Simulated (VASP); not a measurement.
Here is a VASP 6.6.1 calculation.

INCAR

```
SYSTEM = TiB2
PREC     = Accurate       ! precision mode
ENCUT    = 520            ! plane-wave cutoff, eV
EDIFF    = 1E-7           ! SCF threshold, eV
ISMEAR   = -1             ! smearing method
SIGMA    = 0.08           ! smearing width, eV
LREAL    = .FALSE.        ! projectors in reciprocal space
LASPH    = .TRUE.         ! aspherical terms in the spheres
NELM     = 100            ! most SCF steps
ALGO     = Normal         ! electronic algorithm
ISIF     = 2              ! what is computed and relaxed
LWAVE    = .FALSE.        ! write WAVECAR
LCHARG   = .FALSE.        ! write CHGCAR
GGA      = PE             ! functional
NBANDS   = 16             ! bands
```

KPOINTS

```
regular mesh
0
G
  15 15 13
  0 0 0
```

File POSCAR:

```
TiB2
1.0
    2.9989062196      0.0000000000      0.0000000000
   -1.4994531098      2.5971289697      0.0000000000
    0.0000000000      0.0000000000      3.2284000000
Ti B
1 2
Direct
    0.0000000000      0.0000000000      0.0000000000
    0.3333333333      0.6666666667      0.5000000000
    0.6666666667      0.3333333333      0.5000000000
```

Potentials or basis: VASP PAW PBE potentials, release 64 (Ti_sv, B).

The run is started by

```console
$ cat potpaw_PBE.64/Ti_sv/POTCAR potpaw_PBE.64/B/POTCAR > POTCAR
$ mpirun -np 1 vasp_std > vasp.out
```

**Question.** Estimate the pressure.

**Answer.** 6.2 GPa.

**Question.** What does it give for the band gap on the k mesh?

**Answer.** Zero (band 9 reaches 10.59 eV, above the bottom of band 10 at 10.12 eV).

Stress tensor (GPa, compression positive):
```
8.33 0.00 0.00
0.00 8.33 0.00
0.00 0.00 1.91
```

Caveat: the cell differs from its parent crystal (equal xx and yy strain of -1 %).
